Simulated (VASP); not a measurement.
# FePt (P4/mmm) in VASP: further runs

The runs below take FePt through single point, with PBE, LDA.

Program: VASP 6.6.1. These are calculated values, not measurements. Logs are shortened: lines on timing, memory, paths and dates and some standing lists are left out, and cuts for length are marked.

## Step 1: The cell of the first run

The structure is tetragonal, space group P4/mmm (No. 123). Conventional cell: a = 2.724 Å, b = 2.724 Å, c = 3.720 Å, α = 90.00°, β = 90.00°, γ = 90.00°. Pt (site symmetry 4/mmm) has 8 Fe at 2.68 Å and 4 Pt at 2.72 Å within 3.5 Å. Fe (site symmetry 4/mmm) has 8 Pt at 2.68 Å and 4 Fe at 2.72 Å within 3.5 Å.

## Step 2: Single point, PBE, collinear spin, ferromagnetic start

Contents of INCAR:

```
SYSTEM = FePt
PREC = Accurate ; ENCUT = 690
EDIFF = 1E-6 ; ISMEAR = -1
SIGMA = 0.05 ; LREAL = .False.
LASPH = .True. ; NELM = 200
ALGO = Normal ; ISIF = 2
LWAVE = .False. ; LCHARG = .False.
ISPIN = 2 ; MAGMOM = 0 3.8
LORBIT = 11 ; NUPDOWN = 3.8
LMAXMIX = 4 ; GGA = PE
NBANDS = 28 ; GGA_COMPAT = .False.
```

Contents of KPOINTS:

```
regular mesh
0
Gamma
  8 8 6
  0 0 0
```

Contents of POSCAR:

```
FePt
1.0
    2.7235000000      0.0000000000      0.0000000000
    0.0000000000      2.7235000000      0.0000000000
    0.0000000000      0.0000000000      3.7200000000
Pt Fe
1 1
Direct
    0.5000000000      0.5000000000      0.5000000000
    0.0000000000      0.0000000000      0.0000000000
```

Potentials or basis: VASP PAW PBE potentials, release 64 (Pt_sv_GW, Fe_sv).

The run is started by

```
> cat potpaw_PBE.64/Pt_sv_GW/POTCAR potpaw_PBE.64/Fe_sv/POTCAR > POTCAR
> mpirun -np 1 vasp_std > vasp.out
```

OUTCAR:

```text
SYSTEM = FePt
   PREC = Accurate
   ENCUT = 690
   EDIFF = 1E-6
   ISMEAR = -1
   LREAL = .False.
   LASPH = .True.
   NELM = 200
   ISIF = 2
   ISPIN = 2
   LORBIT = 11
   NUPDOWN = 3.8
   GGA = PE

 ion  position               nearest neighbor table
   1  0.500  0.500  0.500-   2 2.68   2 2.68   2 2.68   2 2.68   2 2.68   2 2.68   2 2.68   2 2.68

   2  0.000  0.000  0.000-   1 2.68   1 2.68   1 2.68   1 2.68   1 2.68   1 2.68   1 2.68   1 2.68

  LATTYP: Found a simple tetragonal cell.
 ALAT       =     2.7235000000
 C/A-ratio  =     1.3658894804

  Lattice vectors:

 A1 = (   2.7235000000,   0.0000000000,   0.0000000000)
 A2 = (   0.0000000000,   2.7235000000,   0.0000000000)
 A3 = (   0.0000000000,   0.0000000000,   3.7200000000)

Analysis of symmetry for initial positions (statically):
=====================================================================
 Subroutine PRICEL returns:
 Original cell was already a primitive cell.

 Routine SETGRP: Setting up the symmetry group for a
 simple tetragonal supercell.

 Subroutine GETGRP returns: Found 16 space group operations
 (whereof 16 operations were pure point group operations)
 out of a pool of 16 trial point group operations.

The static configuration has the point symmetry D_4h.

Analysis of symmetry for dynamics (positions and initial velocities):
=====================================================================
 Subroutine PRICEL returns:
 Original cell was already a primitive cell.

 Routine SETGRP: Setting up the symmetry group for a
 simple tetragonal supercell.

 Subroutine GETGRP returns: Found 16 space group operations
 (whereof 16 operations were pure point group operations)
 out of a pool of 16 trial point group operations.

The dynamic configuration has the point symmetry D_4h.

Analysis of structural, dynamic, and magnetic symmetry:
=====================================================================
 Subroutine PRICEL returns:
 Original cell was already a primitive cell.

 Routine SETGRP: Setting up the symmetry group for a
 simple tetragonal supercell.

 Subroutine GETGRP returns: Found 16 space group operations
 (whereof 16 operations were pure point group operations)
 out of a pool of 16 trial point group operations.

The overall configuration has the point symmetry D_4h.

[... 117 lines left out ...]
     AMIX     =   0.40;   BMIX     =  1.00
     AMIX_MAG =   1.60;   BMIX_MAG =  1.00
  volume/ion in A,a.u.               =      13.80        93.10
  Fermi-wavevector in a.u.,A,eV,Ry     =   1.755100  3.316658 41.911067  3.080377
  Thomas-Fermi vector in A             =   2.824912
   LORBIT       =     11    0 simple, 1 ext, 2 COOP (PROOUT), +10 PAW based schemes
   GGA     = PE    functional components
   LHFCALC =     F    Hartree Fock is set to
   AEXX    =    0.0000 exact exchange contribution
   IVDW    =     0    specifies the selected vdW correction
   LEPSILON=     F    determine dielectric tensor
   LRPA    =     F    only Hartree local field effects (RPA)
 spin polarized calculation
  energy-cutoff  :      690.00
  volume of cell :       27.59
 maximum number of plane-waves:      1168
 NGX is ok and might be reduce to    24
   NGX = 11   NGY = 11   NGZ = 15

 number of electron      33.9999981 magnetization       3.7999996

 Free energy of the ion-electron system (eV)
  ---------------------------------------------------
  ext. energy  EPLUGINS =         0.00000000
  ---------------------------------------------------
  free energy    TOTEN  =       -14.77677670 eV

  energy without entropy =      -14.76113469  energy(sigma->0) =      -14.76895570

 E-fermi :  10.8009     XC(G=0): -13.6441

 val. band max:       11.7067829968   @ k =   0.0000   0.0000   0.1667
 cond. band min:      10.8126698262   @ k =   0.1250   0.1250   0.1667
 fundamental gap:     -0.8941131705
 Fermi energy:        11.7759593369

 spin component 1

 k-point     1 :       0.0000    0.0000    0.0000
  band No.  band energies     occupation
      1     -87.7637      1.00000
      2     -78.1740      1.00000
      3     -44.3406      1.00000
      4     -44.0901      1.00000
      5     -44.0901      1.00000
      6     -41.9108      1.00000
[... 733 lines left out ...]
     27      30.8224      0.00000
     28      32.6830      0.00000

 [... further k-points ...]

 spin component 2

 k-point     1 :       0.0000    0.0000    0.0000
  band No.  band energies     occupation
      1     -87.4297      1.00000
      2     -74.4750      1.00000
      3     -41.5577      1.00000
      4     -41.3791      1.00000
      5     -41.3791      1.00000
      6     -40.5837      1.00000
[... 733 lines left out ...]
     27      31.4514      0.00000
     28      32.8256      0.00000

 [... further k-points ...]

------------------------ aborting loop because EDIFF is reached ----------------------------------------

  FORCE on cell =-STRESS in cart. coord.  units (eV):
  Direction    XX          YY          ZZ          XY          YZ          ZX
  --------------------------------------------------------------------------------------
  -------------------------------------------------------------------------------------
  Total        1.4825131      1.4825131      0.8946521      0.0000000      0.0000000      0.0000000
  in kB       86.0818143     86.0818143     51.9477879      0.0000000      0.0000000      0.0000000
  external PRESSURE =      74.7038055 kB  Pullay stress =       0.0000000 kB

 VOLUME and BASIS-vectors are now :
 -----------------------------------------------------------------------------
  energy-cutoff  :      690.00
  volume of cell :       27.59
      direct lattice vectors                 reciprocal lattice vectors
     2.723500000  0.000000000  0.000000000     0.367174592  0.000000000  0.000000000
     0.000000000  2.723500000  0.000000000     0.000000000  0.367174592  0.000000000
     0.000000000  0.000000000  3.720000000     0.000000000  0.000000000  0.268817204

 POSITION                                       TOTAL-FORCE (eV/Angst)
 -----------------------------------------------------------------------------------
      1.36175      1.36175      1.86000         0.000000      0.000000      0.000000
      0.00000      0.00000      0.00000         0.000000      0.000000      0.000000
 -----------------------------------------------------------------------------------
    total drift:                                0.000000      0.000000     -0.000000

  FREE ENERGIE OF THE ION-ELECTRON SYSTEM (eV)
  ---------------------------------------------------
  free  energy   TOTEN  =       -14.7767766977 eV

  energy  without entropy=      -14.7611346937  energy(sigma->0) =      -14.76895570

 total charge

# of ion       s       p       d       f       tot
--------------------------------------------------
    1        4.510   6.104   7.454   0.018  18.086
    2        2.161   6.023   5.459   0.000  13.643
--------------------------------------------------
tot          6.671  12.127  12.913   0.018  31.729

 magnetization (x)

# of ion       s       p       d       f       tot
--------------------------------------------------
    1       -0.009  -0.003   0.577   0.002   0.567
    2        0.013   0.009   3.074   0.000   3.096
--------------------------------------------------
tot          0.004   0.005   3.651   0.002   3.663
```

OSZICAR:

```text
N       E                     dE             d eps       ncg     rms          rms(c)
DAV:   1     0.673954733657E+03    0.67395E+03   -0.23172E+04  6816   0.191E+03
DAV:   2     0.262733480430E+02   -0.64768E+03   -0.61724E+03  6868   0.656E+02
DAV:   3    -0.155076585862E+02   -0.41781E+02   -0.40542E+02  7988   0.193E+02
DAV:   4    -0.166398753824E+02   -0.11322E+01   -0.11290E+01  8040   0.336E+01
DAV:   5    -0.166652666257E+02   -0.25391E-01   -0.25390E-01  8164   0.493E+00    0.713E+01
DAV:   6    -0.147392560666E+02    0.19260E+01   -0.48168E+00  7848   0.304E+01    0.357E+01
DAV:   7    -0.147751381996E+02   -0.35882E-01   -0.13387E+00  8964   0.202E+01    0.212E+01
DAV:   8    -0.147917674995E+02   -0.16629E-01   -0.93110E-01  8444   0.161E+01    0.966E+00
DAV:   9    -0.147771301941E+02    0.14637E-01   -0.29917E-01  8376   0.103E+01    0.322E+00
DAV:  10    -0.147763398095E+02    0.79038E-03   -0.44326E-02  8712   0.356E+00    0.967E-01
DAV:  11    -0.147765797559E+02   -0.23995E-03   -0.28490E-03  7612   0.525E-01    0.521E-01
DAV:  12    -0.147767694750E+02   -0.18972E-03   -0.26590E-04  7920   0.259E-01    0.130E-01
DAV:  13    -0.147767783920E+02   -0.89170E-05   -0.21279E-05  7556   0.520E-02    0.621E-02
DAV:  14    -0.147767762418E+02    0.21502E-05   -0.48531E-06  7736   0.348E-02    0.148E-02
DAV:  15    -0.147767766977E+02   -0.45588E-06   -0.10093E-06  4468   0.136E-02
   1 F= -.14776777E+02 E0= -.14768956E+02  d E =-.156420E-01  mag=     3.8000
```

It took 64 s on 1 thread of AMD EPYC 9R45 (Zen 5), shared host; peak memory 0.22 GiB.

Results:

| Quantity | Value |
| --- | --- |
| Free energy | -14.7768 eV |
| Pressure | 7.5 GPa |
| Net moment | 3.80 μB per cell |
| Site moments | Pt +0.57; Fe +3.10 μB |
| Valence electrons inside the program's atomic spheres | Pt 18.09; Fe 13.64 |

Stress tensor (GPa, compression positive):
```
8.61 0.00 0.00
0.00 8.61 0.00
0.00 0.00 5.19
```

Caveat: the cell stands under pressure; spin-orbit coupling is left out, which moves the levels of the heavy elements; the total moment is fixed, so each spin has its own Fermi level and the state may be an excited one.

## Step 3: Single point, LDA, collinear spin, ferromagnetic start

Contents of INCAR:

```
SYSTEM = FePt
PREC     = Accurate       ! precision mode
ENCUT    = 690            ! plane-wave cutoff, eV
EDIFF    = 1E-6           ! SCF threshold, eV
ISMEAR   = -1             ! smearing method
SIGMA    = 0.05           ! smearing width, eV
LREAL    = .FALSE.        ! projectors in reciprocal space
LASPH    = .TRUE.         ! aspherical terms in the spheres
NELM     = 200            ! most SCF steps
ALGO     = Normal         ! electronic algorithm
ISIF     = 2              ! what is computed and relaxed
LWAVE    = .FALSE.        ! write WAVECAR
LCHARG   = .FALSE.        ! write CHGCAR
ISPIN    = 2              ! spin polarisation
MAGMOM   = 0 3            ! initial moments
LORBIT   = 11             ! projections on sites
LMAXMIX  = 4              ! l up to which the mixer works
NBANDS   = 28             ! bands
GGA_COMPAT= .FALSE.
```

Contents of KPOINTS:

```
regular mesh
0
G
  10 10 7
  0 0 0
```

POSCAR is that of step 2.

Potentials or basis: VASP PAW LDA potentials, release 64 (Pt_sv_GW, Fe_sv).

The run is started by

```
> cat potpaw_LDA.64/Pt_sv_GW/POTCAR potpaw_LDA.64/Fe_sv/POTCAR > POTCAR
> mpirun -np 1 vasp_std > vasp.out
```

Run time: 2 min. Hardware: 1 thread of Intel Xeon Platinum 8259CL at 2.50GHz (Skylake/Cascade Lake), shared host; peak memory 0.26 GiB.

The run converged. Its results:

| Quantity | Value |
| --- | --- |
| Free energy | -16.8522 eV |
| Pressure | -13.2 GPa |
| Net moment | 3.20 μB per cell |
| Site moments | Pt +0.36; Fe +2.72 μB |
| Valence electrons inside the program's atomic spheres | Pt 18.39; Fe 13.68 |

Stress tensor (GPa, compression positive):
```
-13.65   0.00   0.00
  0.00 -13.65   0.00
  0.00   0.00 -12.44
```

Levels at points of the mesh, in eV from the Fermi level:
Spin up:
| k point | band 16 | band 17 | band 18 | band 19 | band 20 | band 21 | band 22 | band 23 |
| --- | --- | --- | --- | --- | --- | --- | --- | --- |
| (0.00, 0.00, 0.00) | -1.67 | -0.43 | -0.23 | -0.23 | 2.26 | 9.83 | 11.60 | 11.60 |
| (0.50, 0.00, 0.00) | -2.22 | -1.88 | -1.63 | 0.36 | 2.04 | 10.51 | 10.61 | 12.51 |
| (0.50, 0.50, 0.00) | -0.27 | -0.27 | 0.56 | 1.58 | 1.58 | 7.66 | 10.08 | 10.89 |
Spin down:
```tsv
k point	band 13	band 14	band 15	band 16	band 17	band 18	band 19	band 20
(0.00, 0.00, 0.00)	-2.39	-0.80	-0.78	0.46	1.50	1.64	1.64	2.56
(0.50, 0.00, 0.00)	-2.46	-1.39	-1.20	-0.97	0.34	0.65	2.33	2.57
(0.50, 0.50, 0.00)	0.86	1.12	1.51	1.72	1.72	1.78	1.86	1.86
```

Caveat: the cell stands under tension; spin-orbit coupling is left out, which moves the levels of the heavy elements.

## Step 4: Single point, LDA, collinear spin, ferromagnetic start

Contents of INCAR:

```
PREC = Accurate ; ENCUT = 690
EDIFF = 1E-6 ; ISMEAR = -1
SIGMA = 0.05 ; LREAL = False
LASPH = True ; NELM = 200
ALGO = Normal ; ISIF = 2
LWAVE = False ; LCHARG = True
ISPIN = 2 ; MAGMOM = 0 3
LORBIT = 11 ; LMAXMIX = 4
LELF = True ; LVHAR = True
NBANDS = 28 ; GGA_COMPAT = False
```

Contents of KPOINTS:

```
Automatic mesh
0
Gamma
  6 6 4
```

POSCAR is that of step 3.

Potentials or basis: VASP PAW LDA potentials, release 64 (Pt_sv_GW, Fe_sv).

The run is started by

```
> cat potpaw_LDA.64/Pt_sv_GW/POTCAR potpaw_LDA.64/Fe_sv/POTCAR > POTCAR
> mpirun -np 1 vasp_std > vasp.out
```

OUTCAR:

```text
PREC = Accurate
   ENCUT = 690
   EDIFF = 1E-6
   ISMEAR = -1
   LREAL = False
   LASPH = True
   NELM = 200
   ISIF = 2
   ISPIN = 2
   LORBIT = 11

 ion  position               nearest neighbor table
   1  0.500  0.500  0.500-   2 2.68   2 2.68   2 2.68   2 2.68   2 2.68   2 2.68   2 2.68   2 2.68

   2  0.000  0.000  0.000-   1 2.68   1 2.68   1 2.68   1 2.68   1 2.68   1 2.68   1 2.68   1 2.68

  LATTYP: Found a simple tetragonal cell.
 ALAT       =     2.7235000000
 C/A-ratio  =     1.3658894804

  Lattice vectors:

 A1 = (   2.7235000000,   0.0000000000,   0.0000000000)
 A2 = (   0.0000000000,   2.7235000000,   0.0000000000)
 A3 = (   0.0000000000,   0.0000000000,   3.7200000000)

Analysis of symmetry for initial positions (statically):
=====================================================================
 Subroutine PRICEL returns:
 Original cell was already a primitive cell.

[... 945 lines left out ...]
      4     -41.8650      1.00000
      5     -41.8650      1.00000
      6     -40.6330      1.00000
[... 733 lines left out ...]
     27      32.3689      0.00000
     28      33.4984      0.00000

 [... further k-points ...]

------------------------ aborting loop because EDIFF is reached ----------------------------------------

  FORCE on cell =-STRESS in cart. coord.  units (eV):
  Direction    XX          YY          ZZ          XY          YZ          ZX
  --------------------------------------------------------------------------------------
  -------------------------------------------------------------------------------------
  Total       -2.5668487     -2.5668487     -1.7666234      0.0000000      0.0000000      0.0000000
  in kB     -149.0435381   -149.0435381   -102.5786240      0.0000000      0.0000000      0.0000000
  external PRESSURE =    -133.5552334 kB  Pullay stress =       0.0000000 kB

 VOLUME and BASIS-vectors are now :
 -----------------------------------------------------------------------------
  energy-cutoff  :      690.00
  volume of cell :       27.59
      direct lattice vectors                 reciprocal lattice vectors
     2.723500000  0.000000000  0.000000000     0.367174592  0.000000000  0.000000000
     0.000000000  2.723500000  0.000000000     0.000000000  0.367174592  0.000000000
     0.000000000  0.000000000  3.720000000     0.000000000  0.000000000  0.268817204

 POSITION                                       TOTAL-FORCE (eV/Angst)
 -----------------------------------------------------------------------------------
      1.36175      1.36175      1.86000         0.000000      0.000000      0.000000
      0.00000      0.00000      0.00000         0.000000      0.000000      0.000000
 -----------------------------------------------------------------------------------
    total drift:                                0.000000      0.000000     -0.000000

  FREE ENERGIE OF THE ION-ELECTRON SYSTEM (eV)
  ---------------------------------------------------
  free  energy   TOTEN  =       -16.8746393451 eV

  energy  without entropy=      -16.8560905519  energy(sigma->0) =      -16.86536495

 total charge

# of ion       s       p       d       f       tot
--------------------------------------------------
    1        4.456   6.099   7.829   0.018  18.402
    2        2.154   6.016   5.508   0.000  13.678
--------------------------------------------------
tot          6.611  12.115  13.337   0.018  32.080

 magnetization (x)

# of ion       s       p       d       f       tot
--------------------------------------------------
    1       -0.068  -0.009   0.453   0.002   0.379
    2        0.004   0.005   2.709   0.000   2.718
--------------------------------------------------
tot         -0.064  -0.003   3.162   0.002   3.097
```

Wall time 37 s (1 thread of AMD EPYC 9R45 (Zen 5), shared host); peak memory 0.16 GiB.

What came out:

```yaml
Free_energy: -16.8746 eV
Pressure: -13.4 GPa
Net_moment: 3.23 μB per cell
Site_moments: Pt +0.38; Fe +2.72 μB
Valence_electrons_inside_the_program's_atomic_spheres: Pt 18.40; Fe 13.68
```

Stress tensor (GPa, compression positive):
```
-14.90   0.00   0.00
  0.00 -14.90   0.00
  0.00   0.00 -10.26
```

Caveat: the k points lie up to 0.42 Å⁻¹ apart; spin-orbit coupling is left out, which moves the levels of the heavy elements.

## Step 5: Summary

```csv
level,potentials or basis,fixed moment (μB),k mesh,gap on the mesh (eV),pressure (GPa),moment (μB)
PBE,"VASP PAW PBE potentials, release 64 (Pt_sv_GW, Fe_sv)",3.8,8 × 8 × 6,-,7.5,3.80
LDA,"VASP PAW LDA potentials, release 64 (Pt_sv_GW, Fe_sv)",-,10 × 10 × 7,none,-13.2,3.20
LDA,"VASP PAW LDA potentials, release 64 (Pt_sv_GW, Fe_sv)",-,6 × 6 × 4,none,-13.4,3.23
```

Alike in all rows: task single point; spin collinear, ferromagnetic start; cell as given; cutoff (eV) 690; smearing fermi-dirac 0.05 eV.

Caveats: some runs use coarse meshes; spin-orbit coupling is left out, which moves the levels of the heavy elements; the cell stands under pressure (at least some runs); the total moment is fixed, so each spin has its own Fermi level and the state may be an excited one (at least some runs); the cell stands under tension (at least some runs).

Total energies depend on the potentials used, so only differences within one code and one set of settings carry meaning.

The gap in the log of VASP goes by the Fermi energy; the results here count the filled bands.